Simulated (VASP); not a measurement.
Input of a VASP 6.6.1 run:

INCAR

```
PREC = Accurate
ENCUT = 600
EDIFF = 1E-6
ISMEAR = -1
SIGMA = 0.05
LREAL = False
LASPH = True
NELM = 100
ALGO = Normal
ISIF = 4
LWAVE = False
LCHARG = False
GGA = PE
IBRION = 2
NSW = 50
EDIFFG = -0.005
```

KPOINTS

```
regular mesh
0
Gamma
  15 15 8
```

POSCAR

```
Zr
1.0
    2.7255307473      0.0000000000      0.0000000000
   -1.3627653737      2.3603788659      0.0000000000
    0.0000000000      0.0000000000      4.3620358806
Zr
2
Direct
    0.3333333333      0.6666666667      0.2500000000
    0.6666666667      0.3333333333      0.7500000000
```

Potentials or basis: VASP PAW PBE potentials, release 64 (Zr_sv).

Command:

```bash
$ cat potpaw_PBE.64/Zr_sv/POTCAR > POTCAR
$ mpirun -np 1 vasp_std > vasp.out
```

**Question.** Predict the band gap on the k mesh.

**Answer.** Zero (bands 12 and 13 overlap by 1.60 eV).

Final structure:
```
CELL_PARAMETERS angstrom
2.62180 0.00000 0.00000
-1.31090 2.27054 0.00000
0.00000 0.00000 4.71403
ATOMIC_POSITIONS crystal
Zr 0.33333 0.66667 0.25000
Zr 0.66667 0.33333 0.75000
```
